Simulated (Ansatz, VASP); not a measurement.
## CoO: VASP beside Ansatz

Contents of INCAR:

```
SYSTEM = CoO
PREC = Accurate ; ENCUT = 520
EDIFF = 1E-6 ; ISMEAR = -1
SIGMA = 0.05 ; LREAL = .False.
LASPH = .True. ; NELM = 150
ALGO = Normal ; ISIF = 2
LWAVE = .False. ; LCHARG = .True.
ISPIN = 2 ; MAGMOM = 2 0
LORBIT = 11 ; LMAXMIX = 4
GGA = PE ; LELF = .True.
LVHAR = .True. ; NBANDS = 18
LUSENCCL = .False.
```

Contents of KPOINTS:

```
Automatic mesh
0
Gamma
  11 11 11
  0 0 0
```

The input POSCAR:

```
CoO
1.0
    0.0000000000      2.1315016600      2.1315016600
    2.1315016600      0.0000000000      2.1315016600
    2.1315016600      2.1315016600      0.0000000000
Co O
1 1
Direct
   -0.0073950000      0.0082970000      0.0150690000
    0.4971250000      0.5171570000      0.4953140000
```

Contents of input.yaml:

```yaml
crystal:
  lattice:
    - [0.0, 2.13150166, 2.13150166]
    - [2.13150166, 0.0, 2.13150166]
    - [2.13150166, 2.13150166, 0.0]
  atoms:
    - { symbol: Co, position: [-0.007395, 0.008297, 0.015069], spin: 2.0 }
    - { symbol: O, position: [0.497125, 0.517157, 0.495314] }
hamiltonian:
  xc: pbe
  pseudopotentials: { kind: paw }
magnetization:
  spin_polarized: true
kpoints:
  mp_grid: { grid: [11, 11, 11] }
scf:
  occupations: { method: fermi_dirac, width: 0.05 }
output:
  forces: true
  stress: true
  eigenvalues: true
```

Change from the starting cell: atoms moved at random, drawn with an rms of 0.05 Å.

Alike in both runs: task single point; functional PBE; k mesh 11 × 11 × 11; occupations fermi-dirac, width 0.05 eV; collinear spin.

|  | VASP | Ansatz |
| --- | --- | --- |
| version | VASP 6.6.1 | Ansatz 0.2.0 |
| potentials or method | VASP PAW PBE potentials, release 64 (Co, O) | Ansatz PAW |
| plane-wave cutoff (eV) | 520 | 420 |
| valence electrons in the cell | 15 | 23 |

|  | VASP | Ansatz | Ansatz less VASP |
| --- | --- | --- | --- |
| gap on the k mesh at the Fermi level (eV) | none | none | - |
| pressure (GPa) | -2.4 | -1.7 | +0.69 |
| traceless stress, the component that is largest in VASP (GPa) | 0.09 | 0.09 | +0.005 |
| rms of the force components (eV/Å) | 0.032 | 0.031 | -0.0012 |
| net moment per atom (μB) | 1.45 | 1.47 | +0.015 |
| size of the moment on the site where the two differ most (μB) | 2.56 | 2.48 | -0.072 |

Site moments also hang on the region over which each program counts them. Atom by atom the forces differ by 0.001 eV/Å (rms over components). A gap of «none» marks a metal or a gap that the smearing closes. VASP's potentials hold 15 valence electrons a cell and Ansatz's 23, so a difference there can come from the potentials and not from the codes.
